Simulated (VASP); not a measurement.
The system is CuP.

```
CELL_PARAMETERS angstrom
3.17781 0.00000 0.00000
-1.58890 2.75206 0.00000
0.00000 0.00000 3.09947
ATOMIC_POSITIONS crystal
Cu 0.00000 0.00000 0.00000
P 0.66667 0.33333 0.50000
```

- Program: VASP 6.6.1
- Task: relaxation of cell and atoms
- Functional: PBE
- Potentials or basis: VASP PAW PBE potentials, release 64 (Cu, P)
- Cutoff: 600 eV
- k mesh: 6 × 6 × 6
- Occupations: gaussian, width 0.1 eV
- Spin: no spin polarisation

At the start: pressure 9.5 GPa; volume 13.55 Å³/atom.

Problem. How do energy, volume and symmetry change on relaxing?

Solution. Over 16 steps the energy falls by 307.6 meV/atom and the volume is 14.96 Å³/atom (+10.4 %); space group P-6m2 (No. 187, to 0.05 Å).

Step by step:
```
step  energy change (eV)  largest force (eV/Å)  pressure (GPa)  volume (Å³)
   1              0.0000                0.0000            9.54        27.11
   2             -0.0557                0.0000           -3.63        30.39
   3             -0.0656                0.0000           -0.68        29.39
   4             -0.0858                0.0000           -0.41        29.51
   5             -0.2197                0.0000           -1.40        29.77
   6             -0.5655                0.0000           -0.91        29.86
   7              1.5986                0.0000           34.00        28.09
   8             -0.6057                0.0000           -0.26        29.80
   9             -0.6147                0.0000            0.75        29.74
  10             -0.6147                0.0000            0.64        29.75
  11             -0.6116                0.0000           -1.85        30.52
  12             -0.6152                0.0000           -0.26        29.95
  13             -0.6152                0.0000           -0.05        29.93
  14             -0.6152                0.0000           -0.14        29.95
  15             -0.6148                0.0000            0.33        29.88
  16             -0.6153                0.0000            0.07        29.92
```

Final structure:
```cif
data_structure
_symmetry_space_group_name_H-M 'P 1'
_symmetry_Int_Tables_number 1
_cell_length_a 3.7031
_cell_length_b 3.7031
_cell_length_c 2.5197
_cell_angle_alpha 90.000
_cell_angle_beta 90.000
_cell_angle_gamma 120.000
_cell_volume 29.92
loop_
_atom_site_label
_atom_site_type_symbol
_atom_site_fract_x
_atom_site_fract_y
_atom_site_fract_z
_atom_site_occupancy
Cu1 Cu 0.00000 0.00000 0.00000 1
P1 P 0.66667 0.33333 0.50000 1
```

Caveat: the k points lie up to 0.42 Å⁻¹ apart in the final cell.
